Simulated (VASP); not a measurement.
# MgS (R3m) in VASP: further runs, part 2 of 2

VASP 6.6.1.

## 5. Single point, HSE06 (epitaxial 111 strain -3.0%)

Contents of POSCAR:

```
MgS
1.0
    0.0993066788      2.8452572148      2.8452572148
    2.8452572148      0.0993066788      2.8452572148
    2.8452572148      2.8452572148      0.0993066788
Mg S
1 1
Direct
    0.0033215597      0.0033215597      0.0033215597
    0.2466784403      0.2466784403      0.2466784403
```

Contents of INCAR.step1:

```
SYSTEM = MgS
ALGO = Normal
EDIFF = 1E-5
ENCUT = 520
GGA = PE
ISIF = 2
ISMEAR = 0
LASPH = .True.
LCHARG = .False.
LREAL = .False.
LWAVE = .True.
NBANDS = 11
NELM = 100
PREC = Accurate
SIGMA = 0.01
```

Contents of INCAR.step2:

```
SYSTEM = MgS
ALGO = Normal
EDIFF = 1E-6
ENCUT = 520
GGA = PE
HFSCREEN = 0.2079
ISIF = 2
ISMEAR = 0
ISTART = 1
LASPH = .True.
LCHARG = .False.
LHFCALC = .True.
LREAL = .False.
LWAVE = .False.
NBANDS = 11
NELM = 100
PREC = Accurate
PRECFOCK = Normal
SIGMA = 0.01
```

Contents of KPOINTS:

```
k-points
0
Gamma
  6 6 6
  0 0 0
```

Potentials or basis: VASP PAW PBE potentials, release 64 (Mg, S).

On the command line:

```console
$ cat potpaw_PBE.64/Mg/POTCAR potpaw_PBE.64/S/POTCAR > POTCAR
$ cp INCAR.step1 INCAR
$ mpirun -np 1 vasp_std > vasp.out
$ cp INCAR.step2 INCAR
$ mpirun -np 1 vasp_std > vasp.out
```

OUTCAR:

```text
SYSTEM = MgS
   EDIFF = 1E-6
   ENCUT = 520
   GGA = PE
   HFSCREEN = 0.2079
   ISIF = 2
   ISMEAR = 0
   ISTART = 1
   LASPH = .True.
   LHFCALC = .True.
   LREAL = .False.
   NELM = 100
   PREC = Accurate
   PRECFOCK = Normal

 ion  position               nearest neighbor table
   1  0.003  0.003  0.003-   2 2.42   2 2.42   2 2.42   2 2.44
   2  0.247  0.247  0.247-   1 2.42   1 2.42   1 2.42   1 2.44

  LATTYP: Found a trigonal (rhomboedric) cell.
 ALAT       =     4.0250265904
 COS(alpha) =     0.5345769240

  Lattice vectors:

 A1 = (   0.0993066788,   2.8452572148,   2.8452572148)
 A2 = (   2.8452572148,   0.0993066788,   2.8452572148)
 A3 = (   2.8452572148,   2.8452572148,   0.0993066788)

Analysis of symmetry for initial positions (statically):
=====================================================================
 Subroutine PRICEL returns:
 Original cell was already a primitive cell.

 Routine SETGRP: Setting up the symmetry group for a
 trigonal (rhombohedral) supercell.

 Subroutine GETGRP returns: Found  6 space group operations
 (whereof  6 operations were pure point group operations)
 out of a pool of 12 trial point group operations.

The static configuration has the point symmetry C_3v.

Analysis of symmetry for dynamics (positions and initial velocities):
=====================================================================
 Subroutine PRICEL returns:
 Original cell was already a primitive cell.

 Routine SETGRP: Setting up the symmetry group for a
 trigonal (rhombohedral) supercell.

 Subroutine GETGRP returns: Found  6 space group operations
 (whereof  6 operations were pure point group operations)
 out of a pool of 12 trial point group operations.

The dynamic configuration has the point symmetry C_3v.

[... 124 lines left out ...]
   LHFCALC =     T    Hartree Fock is set to
   PRECFOCK=normal    Normal, Fast or Accurate (Low or Medium for compatibility)
   ENCUT4O =  -1.0   cutoff for four orbital integrals eV
   NKREDX  =     1    reduce k-point grid by
   NKREDY  =     1    reduce k-point grid by
   NKREDZ  =     1    reduce k-point grid by
   AEXX    =    0.2500 exact exchange contribution
   HFSCREEN=    0.2079 screening length (either q_TF or 0.3 A-1)
   HFSCREENC=   0.2079 screening length for correlation (either q_TF or 0.3 A-1)
   ENCUTFOCK=  -1.0 apply spherical cutoff to Coloumb kernel
   IVDW    =     0    specifies the selected vdW correction
   LEPSILON=     F    determine dielectric tensor
   LRPA    =     F    only Hartree local field effects (RPA)
 non-spin polarized calculation
 Gauss-broadening in eV      SIGMA  =   0.01
  energy-cutoff  :      520.00
  volume of cell :       43.66
 maximum number of plane-waves:      1188
 NGX is ok and might be reduce to    30
  NGX = 24; NGY = 24; NGZ = 24

 number of electron       8.0000000 magnetization

 Free energy of the ion-electron system (eV)
  ---------------------------------------------------
  ext. energy  EPLUGINS =         0.00000000
  ---------------------------------------------------
  free energy    TOTEN  =        -9.81734402 eV

  energy without entropy =       -9.81734402  energy(sigma->0) =       -9.81734402

 E-fermi :   0.7538     XC(G=0):  -7.1400

 val. band max:        0.7088466657   @ k =   0.0000   0.0000   0.0000
 cond. band min:       5.2428314736   @ k =   0.0000   0.0000   0.0000
 fundamental gap:      4.5339848079
 Fermi energy:         0.7537676664

 k-point     1 :       0.0000    0.0000    0.0000
  band No.  band energies     occupation
      1     -11.9837      2.00000
      2       0.3455      2.00000
      3       0.7088      2.00000
      4       0.7088      2.00000
      5       5.2428      0.00000
      6       9.4298      0.00000
      7      10.1331      0.00000
      8      10.1331      0.00000
      9      12.8892      0.00000
     10      12.8892      0.00000
     11      15.8403      0.00000
[... 309 lines left out ...]
 k-point    24 :      -0.3333    0.5000    0.1667
  band No.  band energies     occupation
      1     -10.8902      2.00000
      2      -2.2366      2.00000
      3      -1.2096      2.00000
      4      -0.8073      2.00000
      5       6.5517      0.00000
      6       8.7398      0.00000
      7      11.2027      0.00000
      8      11.8204      0.00000
      9      14.8547      0.00000
     10      16.0830      0.00000
     11      16.3153      0.00000

 [... further k-points ...]
[... 5 lines left out ...]
  --------------------------------------------------------------------------------------
  -------------------------------------------------------------------------------------
  Total        0.6098849      0.6098849      0.6098849     -0.3216187     -0.3216187     -0.3216187
  in kB       22.3824642     22.3824642     22.3824642    -11.8032437    -11.8032437    -11.8032437
  external PRESSURE =      22.3824642 kB  Pullay stress =       0.0000000 kB

 VOLUME and BASIS-vectors are now :
 -----------------------------------------------------------------------------
  energy-cutoff  :      520.00
  volume of cell :       43.66
      direct lattice vectors                 reciprocal lattice vectors
     0.099306679  2.845257215  2.845257215    -0.185209444  0.178963176  0.178963176
     2.845257215  0.099306679  2.845257215     0.178963176 -0.185209444  0.178963176
     2.845257215  2.845257215  0.099306679     0.178963176  0.178963176 -0.185209444

 POSITION                                       TOTAL-FORCE (eV/Angst)
 -----------------------------------------------------------------------------------
      0.01923      0.01923      0.01923        -0.002049     -0.002049     -0.002049
      1.42822      1.42822      1.42822         0.002049      0.002049      0.002049
 -----------------------------------------------------------------------------------
    total drift:                               -0.000056     -0.000056     -0.000056

  FREE ENERGIE OF THE ION-ELECTRON SYSTEM (eV)
  ---------------------------------------------------
  free  energy   TOTEN  =        -9.8173440246 eV

  energy  without entropy=       -9.8173440246  energy(sigma->0) =       -9.81734402
```

OUTCAR.step1:

```text
SYSTEM = MgS
   EDIFF = 1E-5
   ENCUT = 520
   GGA = PE
   ISIF = 2
   ISMEAR = 0
[... 560 lines left out ...]
      0.01923      0.01923      0.01923         0.006251      0.006251      0.006251
      1.42822      1.42822      1.42822        -0.006251     -0.006251     -0.006251
 -----------------------------------------------------------------------------------
    total drift:                                0.000009      0.000009      0.000010

  FREE ENERGIE OF THE ION-ELECTRON SYSTEM (eV)
  ---------------------------------------------------
  free  energy   TOTEN  =        -8.4315996276 eV

  energy  without entropy=       -8.4315996276  energy(sigma->0) =       -8.43159963
```

Run time: 22 min. Hardware: 1 thread of Intel Xeon 6975P-C, shared host; peak memory 0.3 GiB.

Results:

| Quantity | Value |
| --- | --- |
| Free energy | -9.8173 eV |
| Pressure | 2.2 GPa |
| Largest force | 0.004 eV/Å |
| Band gap on the k mesh | 4.53 eV, direct |

Forces on the atoms (eV/Å):
```
Mg  -0.002 -0.002 -0.002
S    0.002  0.002  0.002
```

Stress tensor (GPa, compression positive):
```
 2.24 -1.18 -1.18
-1.18  2.24 -1.18
-1.18 -1.18  2.24
```

Caveat: the cell differs from its parent crystal (epitaxial 111 strain -3.0%); the PAW data sets were made with another functional, which shifts forces and pressure a little.

## 6. Single point, HSE06 (epitaxial 111 strain -2.0%)

Contents of POSCAR:

```
MgS
1.0
    0.0668512600      2.8411105644      2.8411105644
    2.8411105644      0.0668512600      2.8411105644
    2.8411105644      2.8411105644      0.0668512600
Mg S
1 1
Direct
    0.0022259132      0.0022259132      0.0022259132
    0.2477740868      0.2477740868      0.2477740868
```

Contents of INCAR.step1:

```
SYSTEM = MgS
  ALGO = Normal
  EDIFF = 1E-5
  ENCUT = 520
  GGA = PE
  ISIF = 2
  ISMEAR = 0
  LASPH = .TRUE.
  LREAL = .FALSE.
  LWAVE = .TRUE.
  NBANDS = 11
  NELM = 100
  PREC = Accurate
  SIGMA = 0.01
```

Contents of INCAR.step2:

```
SYSTEM = MgS
  ALGO = Normal
  EDIFF = 1E-7
  ENCUT = 520
  GGA = PE
  HFSCREEN = 0.2079
  ISIF = 2
  ISMEAR = 0
  ISTART = 1
  LASPH = .TRUE.
  LCHARG = .TRUE.
  LELF = .TRUE.
  LHFCALC = .TRUE.
  LREAL = .FALSE.
  LVHAR = .TRUE.
  LWAVE = .FALSE.
  NBANDS = 11
  NELM = 100
  PREC = Accurate
  PRECFOCK = Normal
  SIGMA = 0.01
```

Contents of KPOINTS:

```
k-points
0
G
  6 6 6
  0 0 0
```

Potentials or basis: VASP PAW PBE potentials, release 64 (Mg, S).

On the command line:

```console
$ cat potpaw_PBE.64/Mg/POTCAR potpaw_PBE.64/S/POTCAR > POTCAR
$ cp INCAR.step1 INCAR
$ mpirun -np 1 vasp_std > vasp.out
$ cp INCAR.step2 INCAR
$ mpirun -np 1 vasp_std > vasp.out
```

OUTCAR:

```text
SYSTEM = MgS
   EDIFF = 1E-7
   ENCUT = 520
   GGA = PE
   HFSCREEN = 0.2079
   ISIF = 2
   ISMEAR = 0
   ISTART = 1
   LASPH = .TRUE.
   LHFCALC = .TRUE.
   LREAL = .FALSE.
   NELM = 100
   PREC = Accurate
   PRECFOCK = Normal

 ion  position               nearest neighbor table
   1  0.002  0.002  0.002-   2 2.43   2 2.43   2 2.43   2 2.45
   2  0.248  0.248  0.248-   1 2.43   1 2.43   1 2.43   1 2.45

  LATTYP: Found a trigonal (rhomboedric) cell.
 ALAT       =     4.0184931964
 COS(alpha) =     0.5233850862

  Lattice vectors:

 A1 = (   0.0668512600,   2.8411105644,   2.8411105644)
 A2 = (   2.8411105644,   0.0668512600,   2.8411105644)
 A3 = (   2.8411105644,   2.8411105644,   0.0668512600)

Analysis of symmetry for initial positions (statically):
=====================================================================
 Subroutine PRICEL returns:
 Original cell was already a primitive cell.

 Routine SETGRP: Setting up the symmetry group for a
 trigonal (rhombohedral) supercell.

 Subroutine GETGRP returns: Found  6 space group operations
 (whereof  6 operations were pure point group operations)
 out of a pool of 12 trial point group operations.

The static configuration has the point symmetry C_3v.

Analysis of symmetry for dynamics (positions and initial velocities):
=====================================================================
 Subroutine PRICEL returns:
 Original cell was already a primitive cell.

 Routine SETGRP: Setting up the symmetry group for a
 trigonal (rhombohedral) supercell.

 Subroutine GETGRP returns: Found  6 space group operations
 (whereof  6 operations were pure point group operations)
 out of a pool of 12 trial point group operations.

The dynamic configuration has the point symmetry C_3v.

[... 124 lines left out ...]
   LHFCALC =     T    Hartree Fock is set to
   PRECFOCK=normal    Normal, Fast or Accurate (Low or Medium for compatibility)
   ENCUT4O =  -1.0   cutoff for four orbital integrals eV
   NKREDX  =     1    reduce k-point grid by
   NKREDY  =     1    reduce k-point grid by
   NKREDZ  =     1    reduce k-point grid by
   AEXX    =    0.2500 exact exchange contribution
   HFSCREEN=    0.2079 screening length (either q_TF or 0.3 A-1)
   HFSCREENC=   0.2079 screening length for correlation (either q_TF or 0.3 A-1)
   ENCUTFOCK=  -1.0 apply spherical cutoff to Coloumb kernel
   IVDW    =     0    specifies the selected vdW correction
   LEPSILON=     F    determine dielectric tensor
   LRPA    =     F    only Hartree local field effects (RPA)
 non-spin polarized calculation
 Gauss-broadening in eV      SIGMA  =   0.01
  energy-cutoff  :      520.00
  volume of cell :       44.25
 maximum number of plane-waves:      1207
 NGX is ok and might be reduce to    30
  NGX = 24; NGY = 24; NGZ = 24

 number of electron       8.0000000 magnetization

 Free energy of the ion-electron system (eV)
  ---------------------------------------------------
  ext. energy  EPLUGINS =         0.00000000
  ---------------------------------------------------
  free energy    TOTEN  =        -9.83351287 eV

  energy without entropy =       -9.83351287  energy(sigma->0) =       -9.83351287

 E-fermi :   0.6614     XC(G=0):  -7.0971

 val. band max:        0.5714109066   @ k =   0.0000   0.0000   0.0000
 cond. band min:       5.1124764808   @ k =   0.0000   0.0000   0.0000
 fundamental gap:      4.5410655742
 Fermi energy:         0.6613966308

 k-point     1 :       0.0000    0.0000    0.0000
  band No.  band energies     occupation
      1     -12.0236      2.00000
      2       0.3379      2.00000
      3       0.5714      2.00000
      4       0.5714      2.00000
      5       5.1125      0.00000
      6       9.4364      0.00000
      7       9.9169      0.00000
      8       9.9169      0.00000
      9      12.7573      0.00000
     10      12.7573      0.00000
     11      15.6963      0.00000
[... 309 lines left out ...]
 k-point    24 :      -0.3333    0.5000    0.1667
  band No.  band energies     occupation
      1     -10.9643      2.00000
      2      -2.2905      2.00000
      3      -1.2586      2.00000
      4      -0.8902      2.00000
      5       6.4809      0.00000
      6       8.5965      0.00000
      7      11.1420      0.00000
      8      11.5541      0.00000
      9      14.6968      0.00000
     10      16.0012      0.00000
     11      16.0763      0.00000

 [... further k-points ...]
[... 5 lines left out ...]
  --------------------------------------------------------------------------------------
  -------------------------------------------------------------------------------------
  Total        0.3850868      0.3850868      0.3850868     -0.2151790     -0.2151790     -0.2151790
  in kB       13.9436781     13.9436781     13.9436781     -7.7914544     -7.7914544     -7.7914544
  external PRESSURE =      13.9436781 kB  Pullay stress =       0.0000000 kB

 VOLUME and BASIS-vectors are now :
 -----------------------------------------------------------------------------
  energy-cutoff  :      520.00
  volume of cell :       44.25
      direct lattice vectors                 reciprocal lattice vectors
     0.066851260  2.841110564  2.841110564    -0.182324014  0.178132559  0.178132559
     2.841110564  0.066851260  2.841110564     0.178132559 -0.182324014  0.178132559
     2.841110564  2.841110564  0.066851260     0.178132559  0.178132559 -0.182324014

 POSITION                                       TOTAL-FORCE (eV/Angst)
 -----------------------------------------------------------------------------------
      0.01280      0.01280      0.01280        -0.001338     -0.001338     -0.001338
      1.42447      1.42447      1.42447         0.001338      0.001338      0.001338
 -----------------------------------------------------------------------------------
    total drift:                                0.000146      0.000146      0.000146

  FREE ENERGIE OF THE ION-ELECTRON SYSTEM (eV)
  ---------------------------------------------------
  free  energy   TOTEN  =        -9.8335128699 eV

  energy  without entropy=       -9.8335128699  energy(sigma->0) =       -9.83351287
```

OUTCAR.step1:

```text
SYSTEM = MgS
   EDIFF = 1E-5
   ENCUT = 520
   GGA = PE
   ISIF = 2
   ISMEAR = 0
[... 560 lines left out ...]
      0.01280      0.01280      0.01280         0.004166      0.004166      0.004166
      1.42447      1.42447      1.42447        -0.004166     -0.004166     -0.004166
 -----------------------------------------------------------------------------------
    total drift:                                0.000211      0.000211      0.000211

  FREE ENERGIE OF THE ION-ELECTRON SYSTEM (eV)
  ---------------------------------------------------
  free  energy   TOTEN  =        -8.4510001132 eV

  energy  without entropy=       -8.4510001132  energy(sigma->0) =       -8.45100011
```

Run time: 27 min. Hardware: 1 thread of Intel Xeon 6975P-C, shared host; peak memory 0.3 GiB.

Results:

```yaml
Free_energy: -9.8335 eV
Pressure: 1.4 GPa
Band_gap_on_the_k_mesh: 4.54 eV, direct
```

Forces in eV/Å, atoms in the order of the input:
```
Mg  -0.001 -0.001 -0.001
S    0.001  0.001  0.001
```

Caveat: the cell differs from its parent crystal (epitaxial 111 strain -2.0%); the PAW data sets were made with another functional, which shifts forces and pressure a little. A k mesh can miss the band edges.

## 7. Summary

```csv
level,cell,k mesh,grid for exact exchange (PRECFOCK),screening parameter,gap on the mesh (eV),pressure (GPa)
r2SCAN,"a = 4.018 Å, angles 58.4°, 2 atoms",8 × 8 × 8,-,-,4.16,1.3
r2SCAN,"a = 4.011 Å, angles 59.2°, 2 atoms",8 × 8 × 8,-,-,4.15,0.5
r2SCAN,"a = 3.997 Å, angles 60.8°, 2 atoms",8 × 8 × 8,-,-,3.99,-1.0
HSE06,"a = 4.025 Å, angles 57.7°, 2 atoms",6 × 6 × 6,Normal,0.2079 1/Å,4.53,2.2
HSE06,"a = 4.018 Å, angles 58.4°, 2 atoms",6 × 6 × 6,Normal,0.2079 1/Å,4.54,1.4
```

Alike in all rows: task single point; potentials or basis VASP PAW PBE potentials, release 64 (Mg, S); no spin polarisation; cutoff (eV) 520; smearing gaussian 0.01 eV.

Caveats: the PAW data sets were made with another functional, which shifts forces and pressure a little.

Total energies depend on the potentials used, so only differences within one code and one set of settings carry meaning.
